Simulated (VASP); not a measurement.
Input of a VASP 6.6.1 run:

POSCAR

```
CsH
1.0
    0.0000000000      2.9329600000      3.4430400000
    2.9329600000      0.0000000000      3.4430400000
    2.9329600000      2.9329600000      0.0000000000
Cs H
1 1
Direct
    0.0000000000      0.0000000000      0.0000000000
    0.5000000000      0.5000000000      0.5000000000
```

Contents of INCAR.step1:

```
PREC = Accurate
ENCUT = 520
ISMEAR = 0
SIGMA = 0.05
LREAL = False
LASPH = True
NELM = 80
NBANDS = 12
GGA = PE
ALGO = Normal
EDIFF = 1E-4
LWAVE = True
LCHARG = False
```

Contents of INCAR.step2:

```
PREC = Accurate
ENCUT = 520
EDIFF = 1E-6
ISMEAR = 0
SIGMA = 0.05
LREAL = False
LASPH = True
NELM = 80
ALGO = Normal
ISIF = 2
LWAVE = False
LCHARG = True
METAGGA = R2SCAN
LMIXTAU = True
LELF = True
LVHAR = True
NBANDS = 12
ISTART = 1
```

File KPOINTS:

```
regular mesh
0
Gamma
  6 6 6
```

Potentials or basis: VASP PAW PBE potentials, release 64 (Cs_sv, H).

The run is started by

```console
$ cat potpaw_PBE.64/Cs_sv/POTCAR potpaw_PBE.64/H/POTCAR > POTCAR
$ cp INCAR.step1 INCAR
$ mpirun -np 1 vasp_std > vasp.out
$ cp INCAR.step2 INCAR
$ mpirun -np 1 vasp_std > vasp.out
```

What does it give for the pressure?

1.8 GPa.

Predict the band gap on the k mesh.

2.39 eV, direct.

Stress tensor (GPa, compression positive):
```
 3.31  0.00  0.00
 0.00  3.31  0.00
 0.00  0.00 -1.09
```

Caveat: the cell differs from its parent crystal (strain -0.080 along x and y, +0.080 along z); the PAW data sets were made with another functional, which shifts forces and pressure a little; spin-orbit coupling is left out, which moves the levels of the heavy elements. A k mesh can miss the band edges.
